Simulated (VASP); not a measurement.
# Ir (R-3m) in VASP: single point with PBE

Aim: the single point of Ir with PBE.

Program: VASP 6.6.1. These are calculated values, not measurements. Logs are shortened: lines on timing, memory, paths and dates and some standing lists are left out, and cuts for length are marked.

### 1 The cell of the first run

It takes space group R-3m (No. 166, trigonal). The conventional cell has a = 2.739 Å, b = 2.739 Å, c = 20.135 Å, α = 90.00°, β = 90.00°, γ = 120.00°. Ir (site symmetry -3m) has 12 Ir at 2.73 to 2.74 Å within 3.6 Å. Ir (site symmetry 3m) has 12 Ir at 2.73 to 2.77 Å within 3.6 Å.

### 2 Single point, PBE

Input file INCAR:

```
SYSTEM = Ir
  ALGO = Fast
  EDIFF = 1E-7
  ENCUT = 520
  GGA = PE
  ISIF = 2
  ISMEAR = 0
  LASPH = .TRUE.
  LCHARG = .FALSE.
  LREAL = .FALSE.
  LWAVE = .FALSE.
  NBANDS = 50
  NELM = 60
  PREC = Accurate
  SIGMA = 0.1
```

Input file KPOINTS:

```
k-points
0
G
  18 18 3
  0 0 0
```

Input file POSCAR:

```
Ir
1.0
    2.7393804716      0.0000000000      0.0000000000
   -1.3696902358      2.3723730790      0.0000000000
    0.0000000000      0.0000000000     20.1350143186
Ir
9
Direct
    0.0000000000      0.0000000000      0.0000000000
    0.3333333333      0.6666666667      0.1102681288
    0.0000000000      0.0000000000      0.2230652045
    0.3333333333      0.6666666667      0.3333333333
    0.6666666667      0.3333333333      0.4436014622
    0.3333333333      0.6666666667      0.5563985378
    0.6666666667      0.3333333333      0.6666666667
    0.0000000000      0.0000000000      0.7769347955
    0.6666666667      0.3333333333      0.8897318712
```

Potentials or basis: VASP PAW PBE potentials, release 64 (Ir).

Launch:

```console
$ cat potpaw_PBE.64/Ir/POTCAR > POTCAR
$ mpirun -np 1 vasp_std > vasp.out
```

OUTCAR:

```text
SYSTEM = Ir
   EDIFF = 1E-7
   ENCUT = 520
   GGA = PE
   ISIF = 2
   ISMEAR = 0
   LASPH = .TRUE.
   LREAL = .FALSE.
   NELM = 60
   PREC = Accurate

 ion  position               nearest neighbor table
   1  0.000  0.000  0.000-   2 2.73   9 2.73   2 2.73   9 2.73   9 2.73   2 2.73
   2  0.333  0.667  0.110-   1 2.73   1 2.73   1 2.73   3 2.77   3 2.77   3 2.77
   3  0.000  0.000  0.223-   4 2.73   4 2.73   4 2.73   2 2.77   2 2.77   2 2.77
   4  0.333  0.667  0.333-   3 2.73   3 2.73   3 2.73   5 2.73   5 2.73   5 2.73
   5  0.667  0.333  0.444-   4 2.73   4 2.73   4 2.73   6 2.77   6 2.77   6 2.77
   6  0.333  0.667  0.556-   7 2.73   7 2.73   7 2.73   5 2.77   5 2.77   5 2.77
   7  0.667  0.333  0.667-   8 2.73   8 2.73   8 2.73   6 2.73   6 2.73   6 2.73
   8  0.000  0.000  0.777-   7 2.73   7 2.73   7 2.73   9 2.77   9 2.77   9 2.77
   9  0.667  0.333  0.890-   1 2.73   1 2.73   1 2.73   8 2.77   8 2.77   8 2.77

  LATTYP: Found a hexagonal cell.
 ALAT       =     2.7393804716
 C/A-ratio  =     7.3502072922

  Lattice vectors:

 A1 = (   2.7393804716,   0.0000000000,   0.0000000000)
 A2 = (  -1.3696902358,   2.3723730790,   0.0000000000)
 A3 = (   0.0000000000,   0.0000000000,  20.1350143186)

Analysis of symmetry for initial positions (statically):
=====================================================================
 Subroutine PRICEL returns following result:

  LATTYP: Found a trigonal (rhomboedric) cell.
 ALAT       =     6.8955010907
 COS(alpha) =     0.9210879997

  Lattice vectors:

 A1 = (  -1.3696902357,   0.7907910263,  -6.7116714389)
 A2 = (   1.3696902355,   0.7907910265,  -6.7116714409)
 A3 = (   0.0000000001,  -1.5815820527,  -6.7116714389)

   3 primitive cells build up your supercell.

 Routine SETGRP: Setting up the symmetry group for a
 hexagonal supercell.

 Subroutine GETGRP returns: Found 12 space group operations
 (whereof 12 operations were pure point group operations)
 out of a pool of 24 trial point group operations.

The static configuration has the point symmetry D_3d.

Analysis of symmetry for dynamics (positions and initial velocities):
=====================================================================
 Subroutine PRICEL returns following result:

  LATTYP: Found a trigonal (rhomboedric) cell.
 ALAT       =     6.8955010907
 COS(alpha) =     0.9210879997

[... 121 lines left out ...]
   IBRION =     -1    ionic relax: 0-MD 1-quasi-New 2-CG
   NFREE  =      0    steps in history (QN), initial steepest desc. (CG)
   ISIF   =      2    stress and relaxation
   ISYM   =      2    0-nonsym 1-usesym 2-fastsym
   POTIM  = 0.5000    time-step for ionic-motion
   TEBEG  =    0.0;   TEEND  =   0.0 temperature during run
   PSTRESS=    0.0 pullay stress
   NELECT =      81.0000    total number of electrons
   NUPDOWN=      -1.0000    fix difference up-down
   EMIN   =  10.00;   EMAX   =-10.00  energy-range for DOS
   EFERMI =   0.00;   METHOD = LEGACY
   ISMEAR =     0;   SIGMA  =   0.10  broadening in eV -4-tet -1-fermi 0-gaus
   EFERMI_NEDOS =   21; number of points for ismear=-14 and -15
   IALGO  =     68    algorithm
   IMIX   =      4    mixing-type and parameters
     AMIX     =   0.40;   BMIX     =  1.00
     AMIX_MAG =   1.60;   BMIX_MAG =  1.00
  volume/ion in A,a.u.               =      14.54        98.12
  Fermi-wavevector in a.u.,A,eV,Ry     =   1.395214  2.636572 26.485391  1.946621
  Thomas-Fermi vector in A             =   2.518687
   LORBIT       =      0    0 simple, 1 ext, 2 COOP (PROOUT), +10 PAW based schemes
   GGA     = PE    functional components
   LHFCALC =     F    Hartree Fock is set to
   AEXX    =    0.0000 exact exchange contribution
   IVDW    =     0    specifies the selected vdW correction
   LEPSILON=     F    determine dielectric tensor
   LRPA    =     F    only Hartree local field effects (RPA)
 non-spin polarized calculation
 RMM-DIIS sequential band-by-band and
 Gauss-broadening in eV      SIGMA  =   0.10
  energy-cutoff  :      520.00
  volume of cell :      130.85
 maximum number of plane-waves:      3567
   NGX = 11   NGY = 11   NGZ = 75

 number of electron      81.0000004 magnetization

 Free energy of the ion-electron system (eV)
  ---------------------------------------------------
  ext. energy  EPLUGINS =         0.00000000
  ---------------------------------------------------
  free energy    TOTEN  =       -79.24988898 eV

  energy without entropy =      -79.20287535  energy(sigma->0) =      -79.22638216

 E-fermi :   9.9811     XC(G=0): -13.8255

 val. band max:        9.9810482092   @ k =   0.2778   0.2778   0.3333
 cond. band min:       9.9835409939   @ k =  -0.0556   0.2778   0.3333
 fundamental gap:      0.0024927847
 Fermi energy:         9.9811256649

 k-point     1 :       0.0000    0.0000    0.0000
  band No.  band energies     occupation
      1      -0.8903      2.00000
      2      -0.3701      2.00000
      3      -0.3701      2.00000
      4       0.9344      2.00000
      5       0.9344      2.00000
      6       1.9550      2.00000
[... 1261 lines left out ...]
     49      12.8014      0.00000
     50      12.8042      0.00000

 [... further k-points ...]

------------------------ aborting loop because EDIFF is reached ----------------------------------------

  FORCE on cell =-STRESS in cart. coord.  units (eV):
  Direction    XX          YY          ZZ          XY          YZ          ZX
  --------------------------------------------------------------------------------------
  -------------------------------------------------------------------------------------
  Total        0.3919634      0.3919634      0.4092350      0.0000000      0.0000000      0.0000000
  in kB        4.7991998      4.7991998      5.0106729      0.0000000      0.0000000      0.0000000
  external PRESSURE =       4.8696908 kB  Pullay stress =       0.0000000 kB

 VOLUME and BASIS-vectors are now :
 -----------------------------------------------------------------------------
  energy-cutoff  :      520.00
  volume of cell :      130.85
      direct lattice vectors                 reciprocal lattice vectors
     2.739380472  0.000000000  0.000000000     0.365046042  0.210759431  0.000000000
    -1.369690236  2.372373079  0.000000000     0.000000000  0.421518862  0.000000000
     0.000000000  0.000000000 20.135014319     0.000000000  0.000000000  0.049664728

 POSITION                                       TOTAL-FORCE (eV/Angst)
 -----------------------------------------------------------------------------------
      0.00000      0.00000      0.00000        -0.000000      0.000000     -0.000000
     -0.00000      1.58158      2.22025        -0.000000      0.000000      0.008438
      0.00000      0.00000      4.49142         0.000000      0.000000     -0.008438
     -0.00000      1.58158      6.71167         0.000000      0.000000     -0.000000
      1.36969      0.79079      8.93192         0.000000     -0.000000      0.008438
     -0.00000      1.58158     11.20309        -0.000000      0.000000     -0.008438
      1.36969      0.79079     13.42334        -0.000000      0.000000     -0.000000
      0.00000      0.00000     15.64359        -0.000000      0.000000      0.008438
      1.36969      0.79079     17.91476        -0.000000      0.000000     -0.008438
 -----------------------------------------------------------------------------------
    total drift:                               -0.000000      0.000000     -0.000000

  FREE ENERGIE OF THE ION-ELECTRON SYSTEM (eV)
  ---------------------------------------------------
  free  energy   TOTEN  =       -79.2498889790 eV

  energy  without entropy=      -79.2028753451  energy(sigma->0) =      -79.22638216
```

OSZICAR:

```text
N       E                     dE             d eps       ncg     rms          rms(c)
DAV:   1     0.930067067569E+03    0.93007E+03   -0.35276E+04 10100   0.162E+03
DAV:   2    -0.143922491741E+02   -0.94446E+03   -0.90874E+03 10130   0.506E+02
DAV:   3    -0.786834179762E+02   -0.64291E+02   -0.57815E+02 12680   0.131E+02
[... 16 lines left out ...]
RMM:  20    -0.792498885739E+02    0.17897E-05   -0.61684E-06 11731   0.528E-03    0.152E-02
RMM:  21    -0.792498886504E+02   -0.76455E-07   -0.32700E-06 10195   0.339E-03    0.150E-02
RMM:  22    -0.792498887807E+02   -0.13038E-06   -0.20938E-06  6199   0.194E-03    0.132E-02
RMM:  23    -0.792498889337E+02   -0.15293E-06   -0.13762E-06  5909   0.138E-03    0.131E-02
RMM:  24    -0.792498889225E+02    0.11169E-07   -0.11477E-06  5873   0.168E-03    0.116E-02
RMM:  25    -0.792498889790E+02   -0.56466E-07   -0.91205E-07  5789   0.148E-03
   1 F= -.79249889E+02 E0= -.79226382E+02  d E =-.470136E-01
```

stdout:

```text
POSCAR found type information on POSCAR Ir
 POSCAR found :  1 types and       9 ions
 scaLAPACK will be used
 LDA part: xc-table for (Slater+PW92), standard interpolation
 POSCAR, INCAR and KPOINTS ok, starting setup
 FFT: planning ... GRIDC
 FFT: planning ... GRID_SOFT
 FFT: planning ... GRID
 WAVECAR not read
 entering main loop
```

Wall time 11 min (1 thread of Intel Xeon 6975P-C (Granite Rapids), shared host); peak memory 0.55 GiB.

Results:

```yaml
Free_energy: -79.2499 eV
Pressure: 0.5 GPa
Largest_force: 0.008 eV/Å
```

Forces in eV/Å, atoms in the order of the input:
```
Ir   0.000  0.000  0.000
Ir   0.000  0.000  0.008
Ir   0.000  0.000 -0.008
Ir   0.000  0.000  0.000
Ir   0.000  0.000  0.008
Ir   0.000  0.000 -0.008
Ir   0.000  0.000  0.000
Ir   0.000  0.000  0.008
Ir   0.000  0.000 -0.008
```

Caveat: spin-orbit coupling is left out, which moves the levels of the heavy elements.
